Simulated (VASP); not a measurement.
# GaAs (F-43m) in VASP: further runs

The runs below take GaAs through single point, with PBEsol, PBE.

Everything below comes from runs of VASP 6.6.1. Logs are shortened: lines on timing, memory, paths and dates and some standing lists are left out, and cuts for length are marked.

## 1. The cell of the first run

The structure is cubic, space group F-43m (No. 216). Conventional cell: a = 5.765 Å, b = 5.765 Å, c = 5.765 Å, α = 90.00°, β = 90.00°, γ = 90.00°. As (site symmetry -43m) has 4 Ga at 2.50 Å within 3.3 Å. Within 3.3 Å of Ga (site symmetry -43m) lie 4 As at 2.50 Å.

## 2. Single point, PBEsol

INCAR reads:

```
SYSTEM = GaAs
ALGO = Normal ; EDIFF = 1E-7
ENCUT = 520 ; GGA = PS
ISIF = 2 ; ISMEAR = -1
LASPH = .True. ; LCHARG = .False.
LREAL = .False. ; LWAVE = .False.
NBANDS = 16 ; NELM = 100
PREC = Accurate ; SIGMA = 0.05
```

KPOINTS reads:

```
k-points
0
Gamma
  8 8 8
  0 0 0
```

POSCAR reads:

```
GaAs
1.0
    0.0000000000      2.8822925071      2.8822925071
    2.8822925071      0.0000000000      2.8822925071
    2.8822925071      2.8822925071      0.0000000000
As Ga
1 1
Direct
    0.7500000000      0.7500000000      0.7500000000
    0.0000000000      0.0000000000      0.0000000000
```

Potentials or basis: VASP PAW PBE potentials, release 64 (As, Ga_d).

Started as:

```
cat potpaw_PBE.64/As/POTCAR potpaw_PBE.64/Ga_d/POTCAR > POTCAR
mpirun -np 1 vasp_std > vasp.out
```

OUTCAR:

```text
SYSTEM = GaAs
   EDIFF = 1E-7
   ENCUT = 520
   GGA = PS
   ISIF = 2
   ISMEAR = -1
   LASPH = .True.
   LREAL = .False.
   NELM = 100
   PREC = Accurate

 ion  position               nearest neighbor table
   1  0.750  0.750  0.750-   2 2.50   2 2.50   2 2.50   2 2.50
   2  0.000  0.000  0.000-   1 2.50   1 2.50   1 2.50   1 2.50

  LATTYP: Found a face centered cubic cell.
 ALAT       =     5.7645850142

  Lattice vectors:

 A1 = (   0.0000000000,   2.8822925071,   2.8822925071)
 A2 = (   2.8822925071,   0.0000000000,   2.8822925071)
 A3 = (   2.8822925071,   2.8822925071,   0.0000000000)

Analysis of symmetry for initial positions (statically):
=====================================================================
 Subroutine PRICEL returns:
 Original cell was already a primitive cell.

 Routine SETGRP: Setting up the symmetry group for a
 face centered cubic supercell.

 Subroutine GETGRP returns: Found 24 space group operations
 (whereof 24 operations were pure point group operations)
 out of a pool of 48 trial point group operations.

The static configuration has the point symmetry T_d .

Analysis of symmetry for dynamics (positions and initial velocities):
=====================================================================
 Subroutine PRICEL returns:
 Original cell was already a primitive cell.

 Routine SETGRP: Setting up the symmetry group for a
 face centered cubic supercell.

 Subroutine GETGRP returns: Found 24 space group operations
 (whereof 24 operations were pure point group operations)
 out of a pool of 48 trial point group operations.

The dynamic configuration has the point symmetry T_d .

 Subroutine INISYM returns: Found 24 space group operations
 (whereof 24 operations are pure point group operations),
 and found     1 'primitive' translations

----------------------------------------------------------------------------------------

                                     Primitive cell

  volume of cell :      47.8899

  direct lattice vectors                    reciprocal lattice vectors
     0.000000000  2.882292507  2.882292507    -0.173473025  0.173473025  0.173473025
     2.882292507  0.000000000  2.882292507     0.173473025 -0.173473025  0.173473025
     2.882292507  2.882292507  0.000000000     0.173473025  0.173473025 -0.173473025

  length of vectors
     4.076177154  4.076177154  4.076177154     0.300464093  0.300464093  0.300464093

  position of ions in fractional coordinates (direct lattice)
     0.750000000  0.750000000  0.750000000
     0.000000000  0.000000000  0.000000000

  ion indices of the primitive-cell ions
   primitive index   ion index
                 1           1
                 2           2

----------------------------------------------------------------------------------------

 KPOINTS: k-points

Automatic generation of k-mesh.
 Grid dimensions read from file:
 generate k-points for:    8    8    8

 Generating k-lattice:

  Cartesian coordinates                     Fractional coordinates (reciprocal lattice)
    -0.021684128  0.021684128  0.021684128     0.125000000  0.000000000  0.000000000
     0.021684128 -0.021684128  0.021684128     0.000000000  0.125000000  0.000000000
     0.021684128  0.021684128 -0.021684128     0.000000000  0.000000000  0.125000000

  Length of vectors
     0.037558012  0.037558012  0.037558012

  Shift w.r.t. Gamma in fractional coordinates (k-lattice)
     0.000000000  0.000000000  0.000000000

 Subroutine IBZKPT returns following result:
 ===========================================

 Found     29 irreducible k-points:

 Following reciprocal coordinates:
            Coordinates               Weight
  0.000000  0.000000  0.000000      1.000000
  0.125000  0.000000  0.000000      8.000000
  0.250000  0.000000  0.000000      8.000000
  0.375000  0.000000  0.000000      8.000000
  0.500000  0.000000  0.000000      4.000000
  0.125000  0.125000  0.000000      6.000000
[... 16 lines left out ...]
  0.500000  0.250000  0.125000     48.000000
 -0.375000  0.250000  0.125000     24.000000
 [... further k-points ...]
   k-points           NKPTS =     29   k-points in BZ     NKDIM =     29   number of bands    NBANDS=     16
   number of dos      NEDOS =    301   number of ions     NIONS =      2
   total plane-waves  NPLWV =  27000
   dimension x,y,z NGX =    30 NGY =   30 NGZ =   30
   dimension x,y,z NGXF=    60 NGYF=   60 NGZF=   60
   ions per type =               1   1
   NGX,Y,Z   is equivalent  to a cutoff of  12.24, 12.24, 12.24 a.u.
   NGXF,Y,Z  is equivalent  to a cutoff of  24.47, 24.47, 24.47 a.u.
 SYSTEM =  GaAs
   PREC   = accura    normal or accurate (medium, high low for compatibility)
   ISTART =      0    job   : 0-new  1-cont  2-samecut
   ICHARG =      2    charge: 1-file 2-atom 10-const
   ISPIN  =      1    spin polarized calculation?
   LNONCOLLINEAR =      F non collinear calculations
   LSORBIT =      F    spin-orbit coupling
   LASPH  =      T    aspherical Exc in radial PAW
   ENCUT  =  520.0 eV  38.22 Ry    6.18 a.u.   7.58  7.58  7.58*2*pi/ulx,y,z
   NELM   =    100;   NELMIN=  2; NELMDL= -5     # of ELM steps
   EDIFF  = 0.1E-06   stopping-criterion for ELM
   LREAL  =      F    real-space projection
   EDIFFG = 0.1E-05   stopping-criterion for IOM
   NSW    =      0    number of steps for IOM
   IBRION =     -1    ionic relax: 0-MD 1-quasi-New 2-CG
   NFREE  =      0    steps in history (QN), initial steepest desc. (CG)
   ISIF   =      2    stress and relaxation
   ISYM   =      2    0-nonsym 1-usesym 2-fastsym
   POTIM  = 0.5000    time-step for ionic-motion
   TEBEG  =    0.0;   TEEND  =   0.0 temperature during run
   PSTRESS=    0.0 pullay stress
   NELECT =      18.0000    total number of electrons
   NUPDOWN=      -1.0000    fix difference up-down
   EMIN   =  10.00;   EMAX   =-10.00  energy-range for DOS
   EFERMI =   0.00;   METHOD = LEGACY
   ISMEAR =    -1;   SIGMA  =   0.05  broadening in eV -4-tet -1-fermi 0-gaus
   EFERMI_NEDOS =   21; number of points for ismear=-14 and -15
   IALGO  =     38    algorithm
   IMIX   =      4    mixing-type and parameters
     AMIX     =   0.40;   BMIX     =  1.00
     AMIX_MAG =   1.60;   BMIX_MAG =  1.00
  volume/ion in A,a.u.               =      23.94       161.59
  Fermi-wavevector in a.u.,A,eV,Ry     =   1.181456  2.232628 18.991538  1.395839
  Thomas-Fermi vector in A             =   2.317729
   LORBIT       =      0    0 simple, 1 ext, 2 COOP (PROOUT), +10 PAW based schemes
   GGA     = PS    functional components
   LHFCALC =     F    Hartree Fock is set to
   AEXX    =    0.0000 exact exchange contribution
   IVDW    =     0    specifies the selected vdW correction
   LEPSILON=     F    determine dielectric tensor
   LRPA    =     F    only Hartree local field effects (RPA)
 non-spin polarized calculation
  energy-cutoff  :      520.00
  volume of cell :       47.89
 maximum number of plane-waves:      1308
   NGX = 15   NGY = 15   NGZ = 15

 number of electron      17.9999993 magnetization

 Free energy of the ion-electron system (eV)
  ---------------------------------------------------
  ext. energy  EPLUGINS =         0.00000000
  ---------------------------------------------------
  free energy    TOTEN  =        -9.06123259 eV

  energy without entropy =       -9.06071960  energy(sigma->0) =       -9.06097610

 E-fermi :   3.3445     XC(G=0):  -9.5141

 val. band max:        3.3062945187   @ k =   0.0000   0.0000   0.0000
 cond. band min:       4.0485434019   @ k =   0.5000   0.0000   0.0000
 fundamental gap:      0.7422488832
 Fermi energy:         3.3444909238

 k-point     1 :       0.0000    0.0000    0.0000
  band No.  band energies     occupation
      1     -11.4029      2.00000
      2     -11.4029      2.00000
      3     -11.4029      2.00000
      4     -11.3362      2.00000
      5     -11.3362      2.00000
      6      -9.0717      2.00000
[... 8 lines left out ...]
     15      13.2378      0.00000
     16      13.2378      0.00000

 k-point     2 :       0.1250    0.0000    0.0000
  band No.  band energies     occupation
      1     -11.4133      2.00000
      2     -11.4000      2.00000
      3     -11.4000      2.00000
      4     -11.3363      2.00000
      5     -11.3363      2.00000
      6      -8.9036      2.00000
[... 8 lines left out ...]
     15      12.4008      0.00000
     16      12.4008      0.00000

 k-point     3 :       0.2500    0.0000    0.0000
  band No.  band energies     occupation
      1     -11.4367      2.00000
      2     -11.3936      2.00000
      3     -11.3936      2.00000
      4     -11.3359      2.00000
      5     -11.3359      2.00000
      6      -8.4348      2.00000
[... 8 lines left out ...]
     15      12.1526      0.00000
     16      12.1526      0.00000

 k-point     4 :       0.3750    0.0000    0.0000
  band No.  band energies     occupation
      1     -11.4582      2.00000
      2     -11.3885      2.00000
      3     -11.3885      2.00000
      4     -11.3342      2.00000
      5     -11.3342      2.00000
      6      -7.8144      2.00000
[... 8 lines left out ...]
     15      13.2370      0.00000
     16      13.2370      0.00000

 k-point     5 :       0.5000    0.0000    0.0000
  band No.  band energies     occupation
      1     -11.4666      2.00000
      2     -11.3868      2.00000
      3     -11.3868      2.00000
      4     -11.3331      2.00000
      5     -11.3331      2.00000
      6      -7.4689      2.00000
[... 8 lines left out ...]
     15      14.8011      0.00000
     16      14.8011      0.00000

 k-point     6 :       0.1250    0.1250    0.0000
  band No.  band energies     occupation
      1     -11.4195      2.00000
      2     -11.3972      2.00000
      3     -11.3972      2.00000
      4     -11.3386      2.00000
      5     -11.3347      2.00000
      6      -8.8474      2.00000
[... 8 lines left out ...]
     15      11.7742      0.00000
     16      13.4828      0.00000

 k-point     7 :       0.2500    0.1250    0.0000
  band No.  band energies     occupation
      1     -11.4383      2.00000
      2     -11.3918      2.00000
      3     -11.3905      2.00000
      4     -11.3404      2.00000
      5     -11.3333      2.00000
      6      -8.4768      2.00000
[... 8 lines left out ...]
     15      12.9732      0.00000
     16      13.2940      0.00000

 k-point     8 :       0.3750    0.1250    0.0000
  band No.  band energies     occupation
      1     -11.4578      2.00000
      2     -11.3873      2.00000
      3     -11.3849      2.00000
      4     -11.3397      2.00000
      5     -11.3320      2.00000
      6      -7.8907      2.00000
[... 8 lines left out ...]
     15      13.1361      0.00000
     16      14.0267      0.00000

 k-point     9 :       0.5000    0.1250    0.0000
  band No.  band energies     occupation
      1     -11.4687      2.00000
      2     -11.3851      2.00000
      3     -11.3828      2.00000
      4     -11.3367      2.00000
      5     -11.3324      2.00000
      6      -7.3995      2.00000
[... 8 lines left out ...]
     15      14.1377      0.00000
     16      14.8082      0.00000
[... 172 lines left out ...]
 k-point    19 :       0.5000    0.3750    0.0000
  band No.  band energies     occupation
      1     -11.4892      2.00000
      2     -11.3678      2.00000
      3     -11.3655      2.00000
      4     -11.3528      2.00000
      5     -11.3272      2.00000
      6      -6.9382      2.00000
[... 8 lines left out ...]
     15      15.4296      0.00000
     16      15.6007      0.00000

 k-point    20 :      -0.3750    0.3750    0.0000
  band No.  band energies     occupation
      1     -11.4848      2.00000
      2     -11.3736      2.00000
      3     -11.3681      2.00000
      4     -11.3474      2.00000
      5     -11.3306      2.00000
      6      -6.8360      2.00000
[... 8 lines left out ...]
     15      13.5902      0.00000
     16      16.8504      0.00000

 k-point    21 :       0.5000    0.5000    0.0000
  band No.  band energies     occupation
      1     -11.4948      2.00000
      2     -11.3625      2.00000
      3     -11.3625      2.00000
      4     -11.3566      2.00000
      5     -11.3255      2.00000
      6      -6.8001      2.00000
[... 8 lines left out ...]
     15      15.8884      0.00000
     16      16.2740      0.00000

 k-point    22 :       0.3750    0.2500    0.1250
  band No.  band energies     occupation
      1     -11.4554      2.00000
      2     -11.3860      2.00000
      3     -11.3837      2.00000
      4     -11.3425      2.00000
      5     -11.3319      2.00000
      6      -8.0399      2.00000
[... 8 lines left out ...]
     15      13.8690      0.00000
     16      14.2459      0.00000

 k-point    23 :       0.5000    0.2500    0.1250
  band No.  band energies     occupation
      1     -11.4691      2.00000
      2     -11.3830      2.00000
      3     -11.3781      2.00000
      4     -11.3416      2.00000
      5     -11.3322      2.00000
      6      -7.4689      2.00000
[... 8 lines left out ...]
     15      13.7357      0.00000
     16      15.1323      0.00000

 k-point    24 :      -0.3750    0.2500    0.1250
  band No.  band energies     occupation
      1     -11.4743      2.00000
      2     -11.3824      2.00000
      3     -11.3761      2.00000
      4     -11.3397      2.00000
      5     -11.3332      2.00000
      6      -7.1577      2.00000
[... 8 lines left out ...]
     15      14.5614      0.00000
     16      14.9786      0.00000

 [... further k-points ...]

------------------------ aborting loop because EDIFF is reached ----------------------------------------

  FORCE on cell =-STRESS in cart. coord.  units (eV):
  Direction    XX          YY          ZZ          XY          YZ          ZX
  --------------------------------------------------------------------------------------
  -------------------------------------------------------------------------------------
  Total       -0.9627833     -0.9627833     -0.9627833      0.0000000      0.0000000      0.0000000
  in kB      -32.2103170    -32.2103170    -32.2103170      0.0000000      0.0000000      0.0000000
  external PRESSURE =     -32.2103170 kB  Pullay stress =       0.0000000 kB

 VOLUME and BASIS-vectors are now :
 -----------------------------------------------------------------------------
  energy-cutoff  :      520.00
  volume of cell :       47.89
      direct lattice vectors                 reciprocal lattice vectors
     0.000000000  2.882292507  2.882292507    -0.173473025  0.173473025  0.173473025
     2.882292507  0.000000000  2.882292507     0.173473025 -0.173473025  0.173473025
     2.882292507  2.882292507  0.000000000     0.173473025  0.173473025 -0.173473025

 POSITION                                       TOTAL-FORCE (eV/Angst)
 -----------------------------------------------------------------------------------
      4.32344      4.32344      4.32344         0.000000      0.000000      0.000000
      0.00000      0.00000      0.00000        -0.000000     -0.000000     -0.000000
 -----------------------------------------------------------------------------------
    total drift:                               -0.000001     -0.000001     -0.000001

  FREE ENERGIE OF THE ION-ELECTRON SYSTEM (eV)
  ---------------------------------------------------
  free  energy   TOTEN  =        -9.0612325942 eV

  energy  without entropy=       -9.0607195974  energy(sigma->0) =       -9.06097610
```

It took 57 s on 1 thread of AMD EPYC 7R13, shared host; peak memory 0.15 GiB.

What came out:

| Property | Result |
| --- | --- |
| Free energy | -9.0612 eV |
| Pressure | -3.2 GPa |

Levels at points of the mesh, in eV from the Fermi level:
```csv
k point,band 5,band 6,band 7,band 8,band 9,band 10,band 11,band 12,band 13,band 14
"(0.00, 0.00, 0.00)",-14.68,-12.42,-0.07,-0.07,-0.07,-0.04,3.60,3.60,3.60,7.14
"(0.50, 0.00, 0.00)",-14.68,-10.81,-6.44,-1.13,-1.13,0.70,4.49,4.49,7.45,9.77
"(0.50, 0.50, 0.00)",-14.67,-10.14,-6.65,-2.57,-2.57,1.39,1.53,9.60,9.60,10.29
```

Caveat: the PAW data sets were made with another functional, which shifts forces and pressure a little.

(Part 1 of 2 ends here.)
